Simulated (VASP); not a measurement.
# KCl in VASP: notebook

Runs on KCl. Level: HSE06. Tasks: single point.

Everything below comes from runs of VASP 6.6.1. Logs are shortened: lines on timing, memory, paths and dates and some standing lists are left out, and cuts for length are marked.

## Step 1: The cell of the first run

The structure is cubic, space group F-43m (No. 216). Conventional cell: a = 7.295 Å, b = 7.295 Å, c = 7.295 Å, α = 90.00°, β = 90.00°, γ = 90.00°. Within 4.2 Å of K (site symmetry -43m) lie 4 Cl at 3.16 Å. Within 4.2 Å of Cl (site symmetry -43m) lie 4 K at 3.16 Å.

## Step 2: Single point, HSE06 (strain +4.0%)

File POSCAR:

```
KCl
1.0
    0.0000000000      3.6475741436      3.6475741436
    3.6475741436      0.0000000000      3.6475741436
    3.6475741436      3.6475741436      0.0000000000
K Cl
1 1
Direct
    0.0000000000      0.0000000000      0.0000000000
    0.2500000000      0.2500000000      0.2500000000
```

File INCAR.step1:

```
ALGO = Normal
EDIFF = 1E-5
ENCUT = 520
GGA = PE
ISIF = 2
ISMEAR = 0
LASPH = True
LREAL = False
LWAVE = True
NBANDS = 15
NELM = 80
PREC = Accurate
SIGMA = 0.01
```

File INCAR.step2:

```
ALGO = Normal
EDIFF = 1E-7
ENCUT = 520
GGA = PE
HFSCREEN = 0.2079
ISIF = 2
ISMEAR = 0
ISTART = 1
LASPH = True
LCHARG = True
LELF = True
LHFCALC = True
LREAL = False
LVHAR = True
LWAVE = False
NBANDS = 15
NELM = 80
PREC = Accurate
PRECFOCK = Normal
SIGMA = 0.01
```

File KPOINTS:

```
k-points
0
Gamma
  4 4 4
```

Potentials or basis: VASP PAW PBE potentials, release 64 (K_sv, Cl).

The run is started by

```
$ cat potpaw_PBE.64/K_sv/POTCAR potpaw_PBE.64/Cl/POTCAR > POTCAR
$ cp INCAR.step1 INCAR
$ mpirun -np 1 vasp_std > vasp.out
$ cp INCAR.step2 INCAR
$ mpirun -np 1 vasp_std > vasp.out
```

OUTCAR:

```text
EDIFF = 1E-7
   ENCUT = 520
   GGA = PE
   HFSCREEN = 0.2079
   ISIF = 2
   ISMEAR = 0
   ISTART = 1
   LASPH = True
   LHFCALC = True
   LREAL = False
   NELM = 80
   PREC = Accurate
   PRECFOCK = Normal

 ion  position               nearest neighbor table
   1  0.000  0.000  0.000-   2 3.16   2 3.16   2 3.16   2 3.16
   2  0.250  0.250  0.250-   1 3.16   1 3.16   1 3.16   1 3.16

  LATTYP: Found a face centered cubic cell.
 ALAT       =     7.2951482872

  Lattice vectors:

 A1 = (   0.0000000000,   3.6475741436,   3.6475741436)
 A2 = (   3.6475741436,   0.0000000000,   3.6475741436)
 A3 = (   3.6475741436,   3.6475741436,   0.0000000000)

Analysis of symmetry for initial positions (statically):
=====================================================================
 Subroutine PRICEL returns:
 Original cell was already a primitive cell.

 Routine SETGRP: Setting up the symmetry group for a
 face centered cubic supercell.

 Subroutine GETGRP returns: Found 24 space group operations
 (whereof 24 operations were pure point group operations)
 out of a pool of 48 trial point group operations.

The static configuration has the point symmetry T_d .

Analysis of symmetry for dynamics (positions and initial velocities):
=====================================================================
 Subroutine PRICEL returns:
 Original cell was already a primitive cell.

 Routine SETGRP: Setting up the symmetry group for a
 face centered cubic supercell.

 Subroutine GETGRP returns: Found 24 space group operations
 (whereof 24 operations were pure point group operations)
 out of a pool of 48 trial point group operations.

The dynamic configuration has the point symmetry T_d .

 Subroutine INISYM returns: Found 24 space group operations
 (whereof 24 operations are pure point group operations),
 and found     1 'primitive' translations

----------------------------------------------------------------------------------------

                                     Primitive cell

  volume of cell :      97.0605

  direct lattice vectors                    reciprocal lattice vectors
     0.000000000  3.647574144  3.647574144    -0.137077406  0.137077406  0.137077406
     3.647574144  0.000000000  3.647574144     0.137077406 -0.137077406  0.137077406
     3.647574144  3.647574144  0.000000000     0.137077406  0.137077406 -0.137077406

  length of vectors
     5.158448824  5.158448824  5.158448824     0.237425031  0.237425031  0.237425031

  position of ions in fractional coordinates (direct lattice)
     0.000000000  0.000000000  0.000000000
     0.250000000  0.250000000  0.250000000

  ion indices of the primitive-cell ions
   primitive index   ion index
                 1           1
                 2           2

----------------------------------------------------------------------------------------

 KPOINTS: k-points

Automatic generation of k-mesh.
 Grid dimensions read from file:
 generate k-points for:    4    4    4

 Generating k-lattice:

  Cartesian coordinates                     Fractional coordinates (reciprocal lattice)
    -0.034269351  0.034269351  0.034269351     0.250000000  0.000000000  0.000000000
     0.034269351 -0.034269351  0.034269351     0.000000000  0.250000000  0.000000000
     0.034269351  0.034269351 -0.034269351     0.000000000  0.000000000  0.250000000

  Length of vectors
     0.059356258  0.059356258  0.059356258

  Shift w.r.t. Gamma in fractional coordinates (k-lattice)
     0.000000000  0.000000000  0.000000000

 Subroutine IBZKPT returns following result:
 ===========================================

 Found      8 irreducible k-points:

 Following reciprocal coordinates:
            Coordinates               Weight
  0.000000  0.000000  0.000000      1.000000
  0.250000  0.000000  0.000000      8.000000
  0.500000  0.000000  0.000000      4.000000
  0.250000  0.250000  0.000000      6.000000
  0.500000  0.250000  0.000000     24.000000
 -0.250000  0.250000  0.000000     12.000000
  0.500000  0.500000  0.000000      3.000000
 -0.250000  0.500000  0.250000      6.000000
   k-points           NKPTS =      8   k-points in BZ     NKDIM =     64   number of bands    NBANDS=     15
   number of dos      NEDOS =    301   number of ions     NIONS =      2
   total plane-waves  NPLWV =  64000
   dimension x,y,z NGX =    40 NGY =   40 NGZ =   40
   dimension x,y,z NGXF=    80 NGYF=   80 NGZF=   80
   ions per type =               1   1
   NGX,Y,Z   is equivalent  to a cutoff of  12.89, 12.89, 12.89 a.u.
   NGXF,Y,Z  is equivalent  to a cutoff of  25.78, 25.78, 25.78 a.u.
 SYSTEM =  unknown system
   PREC   = accura    normal or accurate (medium, high low for compatibility)
   ISTART =      1    job   : 0-new  1-cont  2-samecut
   ICHARG =      0    charge: 1-file 2-atom 10-const
   ISPIN  =      1    spin polarized calculation?
   LNONCOLLINEAR =      F non collinear calculations
   LSORBIT =      F    spin-orbit coupling
   LASPH  =      T    aspherical Exc in radial PAW
   ENCUT  =  520.0 eV  38.22 Ry    6.18 a.u.   9.59  9.59  9.59*2*pi/ulx,y,z
   NELM   =     80;   NELMIN=  2; NELMDL=  0     # of ELM steps
   EDIFF  = 0.1E-06   stopping-criterion for ELM
   LREAL  =      F    real-space projection
   EDIFFG = 0.1E-05   stopping-criterion for IOM
   NSW    =      0    number of steps for IOM
   IBRION =     -1    ionic relax: 0-MD 1-quasi-New 2-CG
   NFREE  =      0    steps in history (QN), initial steepest desc. (CG)
   ISIF   =      2    stress and relaxation
   ISYM   =      3    0-nonsym 1-usesym 2-fastsym
   POTIM  = 0.5000    time-step for ionic-motion
   TEBEG  =    0.0;   TEEND  =   0.0 temperature during run
   PSTRESS=    0.0 pullay stress
   NELECT =      16.0000    total number of electrons
   NUPDOWN=      -1.0000    fix difference up-down
   EMIN   =  10.00;   EMAX   =-10.00  energy-range for DOS
   EFERMI =   0.00;   METHOD = LEGACY
   ISMEAR =     0;   SIGMA  =   0.01  broadening in eV -4-tet -1-fermi 0-gaus
   EFERMI_NEDOS =   21; number of points for ismear=-14 and -15
   IALGO  =     38    algorithm
   IMIX   =      1    mixing-type and parameters
     AMIX     =   0.40;   BMIX     =  1.00
     AMIX_MAG =   1.60;   BMIX_MAG =  1.00
  volume/ion in A,a.u.               =      48.53       327.50
  Fermi-wavevector in a.u.,A,eV,Ry     =   0.897637  1.696288 10.962922  0.805752
  Thomas-Fermi vector in A             =   2.020246
   LORBIT       =      0    0 simple, 1 ext, 2 COOP (PROOUT), +10 PAW based schemes
   GGA     = PE    functional components
   LHFCALC =     T    Hartree Fock is set to
   PRECFOCK=normal    Normal, Fast or Accurate (Low or Medium for compatibility)
   ENCUT4O =  -1.0   cutoff for four orbital integrals eV
   NKREDX  =     1    reduce k-point grid by
   NKREDY  =     1    reduce k-point grid by
   NKREDZ  =     1    reduce k-point grid by
   AEXX    =    0.2500 exact exchange contribution
   HFSCREEN=    0.2079 screening length (either q_TF or 0.3 A-1)
   HFSCREENC=   0.2079 screening length for correlation (either q_TF or 0.3 A-1)
   ENCUTFOCK=  -1.0 apply spherical cutoff to Coloumb kernel
   IVDW    =     0    specifies the selected vdW correction
   LEPSILON=     F    determine dielectric tensor
   LRPA    =     F    only Hartree local field effects (RPA)
 non-spin polarized calculation
 Gauss-broadening in eV      SIGMA  =   0.01
  energy-cutoff  :      520.00
  volume of cell :       97.06
 maximum number of plane-waves:      2637
 NGX is ok and might be reduce to    40
  NGX = 30; NGY = 30; NGZ = 30

 number of electron      16.0000002 magnetization

 Free energy of the ion-electron system (eV)
  ---------------------------------------------------
  ext. energy  EPLUGINS =         0.00000000
  ---------------------------------------------------
  free energy    TOTEN  =        -7.63466175 eV

  energy without entropy =       -7.63466175  energy(sigma->0) =       -7.63466175

 E-fermi :  -4.3351     XC(G=0):  -4.8452

 val. band max:       -4.4180309397   @ k =  -0.2500   0.2500   0.0000
 cond. band min:       1.3421429124   @ k =   0.0000   0.0000   0.0000
 fundamental gap:      5.7601738522
 Fermi energy:        -4.3351093152

 k-point     1 :       0.0000    0.0000    0.0000
  band No.  band energies     occupation
      1     -34.0875      2.00000
      2     -17.2348      2.00000
      3     -16.2155      2.00000
      4     -16.2155      2.00000
      5     -16.2155      2.00000
      6      -4.4312      2.00000
      7      -4.4312      2.00000
      8      -4.4312      2.00000
      9       1.3421      0.00000
     10       6.2972      0.00000
     11       6.2972      0.00000
     12       7.0989      0.00000
     13       7.0989      0.00000
     14       7.0989      0.00000
     15       7.8783      0.00000

 k-point     2 :       0.2500    0.0000    0.0000
  band No.  band energies     occupation
      1     -34.0867      2.00000
      2     -17.3028      2.00000
      3     -16.2189      2.00000
      4     -16.2189      2.00000
      5     -16.1386      2.00000
      6      -4.5824      2.00000
      7      -4.4248      2.00000
      8      -4.4248      2.00000
      9       2.1611      0.00000
     10       5.8381      0.00000
     11       5.8381      0.00000
     12       5.8678      0.00000
     13       7.1169      0.00000
     14       7.5611      0.00000
     15       7.5611      0.00000
[... 77 lines left out ...]
      3     -16.2318      2.00000
      4     -16.2318      2.00000
      5     -16.0155      2.00000
      6      -4.7439      2.00000
      7      -4.4284      2.00000
      8      -4.4284      2.00000
      9       3.3341      0.00000
     10       4.3672      0.00000
     11       6.1364      0.00000
     12       6.9870      0.00000
     13       7.0415      0.00000
     14       7.0415      0.00000
     15       7.6529      0.00000

 k-point     8 :      -0.2500    0.5000    0.2500
  band No.  band energies     occupation
      1     -34.0855      2.00000
      2     -17.3958      2.00000
      3     -16.2381      2.00000
      4     -16.2320      2.00000
      5     -16.0104      2.00000
      6      -4.6134      2.00000
      7      -4.5620      2.00000
      8      -4.4326      2.00000
      9       3.5583      0.00000
     10       4.3669      0.00000
     11       6.0036      0.00000
     12       6.1747      0.00000
     13       6.8876      0.00000
     14       7.2259      0.00000
     15       8.0398      0.00000

------------------------ aborting loop because EDIFF is reached ----------------------------------------

  FORCE on cell =-STRESS in cart. coord.  units (eV):
  Direction    XX          YY          ZZ          XY          YZ          ZX
  --------------------------------------------------------------------------------------
  -------------------------------------------------------------------------------------
  Total       -0.5764681     -0.5764681     -0.5764681      0.0000000      0.0000000      0.0000000
  in kB       -9.5157600     -9.5157600     -9.5157600      0.0000000      0.0000000      0.0000000
  external PRESSURE =      -9.5157600 kB  Pullay stress =       0.0000000 kB

 VOLUME and BASIS-vectors are now :
 -----------------------------------------------------------------------------
  energy-cutoff  :      520.00
  volume of cell :       97.06
      direct lattice vectors                 reciprocal lattice vectors
     0.000000000  3.647574144  3.647574144    -0.137077406  0.137077406  0.137077406
     3.647574144  0.000000000  3.647574144     0.137077406 -0.137077406  0.137077406
     3.647574144  3.647574144  0.000000000     0.137077406  0.137077406 -0.137077406

 POSITION                                       TOTAL-FORCE (eV/Angst)
 -----------------------------------------------------------------------------------
      0.00000      0.00000      0.00000        -0.000000      0.000000      0.000000
      1.82379      1.82379      1.82379         0.000000     -0.000000     -0.000000
 -----------------------------------------------------------------------------------
    total drift:                                0.000002     -0.000001     -0.000000

  FREE ENERGIE OF THE ION-ELECTRON SYSTEM (eV)
  ---------------------------------------------------
  free  energy   TOTEN  =        -7.6346617537 eV

  energy  without entropy=       -7.6346617537  energy(sigma->0) =       -7.63466175
```

Run time: 10 min. Hardware: 1 thread of AMD EPYC 7R13 (Zen 3), shared host; peak memory 0.32 GiB.

What came out:

- Free energy: -7.6347 eV
- Pressure: -1.0 GPa
- Band gap on the k mesh: 5.76 eV (least direct gap 5.77 eV)

Levels at points of the mesh, in eV from the valence-band top:
| k point | band 5 | band 6 | band 7 | band 8 | band 9 | band 10 | band 11 | band 12 |
| --- | --- | --- | --- | --- | --- | --- | --- | --- |
| (0.00, 0.00, 0.00) | -11.80 | -0.01 | -0.01 | -0.01 | 5.76 | 10.72 | 10.72 | 11.52 |
| (0.50, 0.00, 0.00) | -11.65 | -0.29 | 0.00 | 0.00 | 8.20 | 8.28 | 10.14 | 10.14 |
| (0.50, 0.50, 0.00) | -11.60 | -0.33 | -0.01 | -0.01 | 7.75 | 8.79 | 10.55 | 11.41 |

Caveat: the cell differs from its parent crystal (strain +4.0%); the PAW data sets were made with another functional, which shifts forces and pressure a little. A k mesh can miss the band edges.

## Step 3: Single point, HSE06 (strain +5.0%)

File POSCAR:

```
KCl
1.0
    0.0000000000      3.6826469720      3.6826469720
    3.6826469720      0.0000000000      3.6826469720
    3.6826469720      3.6826469720      0.0000000000
K Cl
1 1
Direct
    0.0000000000      0.0000000000      0.0000000000
    0.2500000000      0.2500000000      0.2500000000
```

File INCAR.step1:

```
SYSTEM = KCl
  PREC = Accurate
  ENCUT = 520
  EDIFF = 1E-5
  ISMEAR = 0
  SIGMA = 0.01
  LREAL = .FALSE.
  LASPH = .TRUE.
  NELM = 80
  ALGO = Normal
  ISIF = 2
  LWAVE = .TRUE.
  GGA = PE
  NBANDS = 15
```

File INCAR.step2:

```
SYSTEM = KCl
  PREC = Accurate
  ENCUT = 520
  EDIFF = 1E-7
  ISMEAR = 0
  SIGMA = 0.01
  LREAL = .FALSE.
  LASPH = .TRUE.
  NELM = 80
  ALGO = Normal
  ISIF = 2
  LWAVE = .FALSE.
  LCHARG = .TRUE.
  GGA = PE
  LHFCALC = .TRUE.
  HFSCREEN = 0.2079
  PRECFOCK = Normal
  LELF = .TRUE.
  LVHAR = .TRUE.
  ISTART = 1
  NBANDS = 15
```

File KPOINTS:

```
Automatic mesh
0
G
  4 4 4
  0 0 0
```

Potentials or basis: VASP PAW PBE potentials, release 64 (K_sv, Cl).

The run is started by

```
$ cat potpaw_PBE.64/K_sv/POTCAR potpaw_PBE.64/Cl/POTCAR > POTCAR
$ cp INCAR.step1 INCAR
$ mpirun -np 1 vasp_std > vasp.out
$ cp INCAR.step2 INCAR
$ mpirun -np 1 vasp_std > vasp.out
```

It took 11 min on 1 thread of AMD EPYC 7R13 (Zen 3), shared host; peak memory 0.32 GiB.

It converged, with:

```
Free energy            : -7.6167 eV
Pressure               : -1.1 GPa
Band gap on the k mesh : 5.70 eV (least direct gap 5.71 eV)
```

Levels at points of the mesh, in eV from the valence-band top:
```csv
k point,band 5,band 6,band 7,band 8,band 9,band 10,band 11,band 12
"(0.00, 0.00, 0.00)",-11.89,-0.01,-0.01,-0.01,5.70,10.64,10.64,11.40
"(0.50, 0.00, 0.00)",-11.75,-0.28,0.00,0.00,8.11,8.17,10.06,10.06
"(0.50, 0.50, 0.00)",-11.70,-0.31,-0.01,-0.01,7.70,8.72,10.36,11.23
```

Caveat: the cell differs from its parent crystal (strain +5.0%); the PAW data sets were made with another functional, which shifts forces and pressure a little. A k mesh can miss the band edges.

## Step 4: Single point, HSE06 (uniaxial x strain -2.5%)

File POSCAR:

```
KCl
1.0
    0.0000000000      3.5072828304      3.5072828304
    3.4196007597      0.0000000000      3.5072828304
    3.4196007597      3.5072828304      0.0000000000
K Cl
1 1
Direct
    0.0000000000      0.0000000000      0.0000000000
    0.2500000000      0.2500000000      0.2500000000
```

File INCAR.step1:

```
PREC     = Accurate       # precision mode
ENCUT    = 520            # plane-wave cutoff, eV
EDIFF    = 1E-5           # SCF threshold, eV
ISMEAR   = 0              # smearing method
SIGMA    = 0.01           # smearing width, eV
LREAL    = False          # projectors in reciprocal space
LASPH    = True           # aspherical terms in the spheres
NELM     = 80             # most SCF steps
ALGO     = Normal         # electronic algorithm
ISIF     = 2              # what is computed and relaxed
LWAVE    = True           # write WAVECAR
GGA      = PE             # functional
NBANDS   = 15             # bands
```

File INCAR.step2:

```
PREC     = Accurate       # precision mode
ENCUT    = 520            # plane-wave cutoff, eV
EDIFF    = 1E-6           # SCF threshold, eV
ISMEAR   = 0              # smearing method
SIGMA    = 0.01           # smearing width, eV
LREAL    = False          # projectors in reciprocal space
LASPH    = True           # aspherical terms in the spheres
NELM     = 80             # most SCF steps
ALGO     = Normal         # electronic algorithm
ISIF     = 2              # what is computed and relaxed
LWAVE    = False          # write WAVECAR
LCHARG   = True           # write CHGCAR
GGA      = PE             # functional
LHFCALC  = True           # exact exchange
HFSCREEN = 0.2079         # screening, 1/A
PRECFOCK = Normal       
LELF     = True           # ELF
LVHAR    = True         
ISTART   = 1            
NBANDS   = 15             # bands
```

File KPOINTS:

```
Automatic mesh
0
Gamma
  4 4 4
```

The run is started by

```
$ cat potpaw_PBE.64/K_sv/POTCAR potpaw_PBE.64/Cl/POTCAR > POTCAR
$ cp INCAR.step1 INCAR
$ mpirun -np 1 vasp_std > vasp.out
$ cp INCAR.step2 INCAR
$ mpirun -np 1 vasp_std > vasp.out
```

Wall time 11 min (1 thread of AMD EPYC 7R13 (Zen 3), shared host); peak memory 0.3 GiB.

It converged, with:

```yaml
Free_energy: -7.6583 eV
Pressure: 0.5 GPa
Band_gap_on_the_k_mesh: 6.07 eV (least direct gap 6.11 eV)
```

Levels at points of the mesh, in eV from the valence-band top:
| k point | band 4 | band 5 | band 6 | band 7 | band 8 | band 9 | band 10 | band 11 | band 12 | band 13 |
| --- | --- | --- | --- | --- | --- | --- | --- | --- | --- | --- |
| (0.00, 0.00, 0.00) | -11.39 | -11.39 | -0.05 | -0.05 | -0.04 | 6.07 | 10.94 | 11.14 | 12.01 | 12.01 |
| (0.50, 0.00, 0.00) | -11.40 | -11.20 | -0.37 | -0.03 | -0.01 | 8.62 | 8.84 | 10.44 | 10.56 | 12.17 |
| (0.50, 0.50, 0.00) | -11.41 | -11.11 | -0.45 | 0.00 | 0.00 | 7.96 | 9.07 | 11.51 | 11.97 | 12.07 |
| (0.00, 0.50, 0.50) | -11.42 | -11.13 | -0.43 | -0.02 | -0.02 | 8.00 | 9.10 | 11.65 | 11.99 | 11.99 |

Caveat: the cell differs from its parent crystal (uniaxial x strain -2.5%); the PAW data sets were made with another functional, which shifts forces and pressure a little. A k mesh can miss the band edges.

## Step 5: The runs side by side

```csv
cell,gap on the mesh (eV),pressure (GPa)
"a = 5.158 Å, angles 60.0°, 2 atoms",5.76,-1.0
"a = 5.208 Å, angles 60.0°, 2 atoms",5.70,-1.1
"a = 4.960, b = 4.898, c = 4.898 Å, angles 60.8, 59.6, 59.6°, 2 atoms",6.07,0.5
```

Alike in all rows: task single point; level HSE06; potentials or basis VASP PAW PBE potentials, release 64 (K_sv, Cl); no spin polarisation; k mesh 4 × 4 × 4; cutoff (eV) 520; smearing gaussian 0.01 eV.

Caveats: the PAW data sets were made with another functional, which shifts forces and pressure a little.

Absolute energies hang on the potentials; compare differences alone.
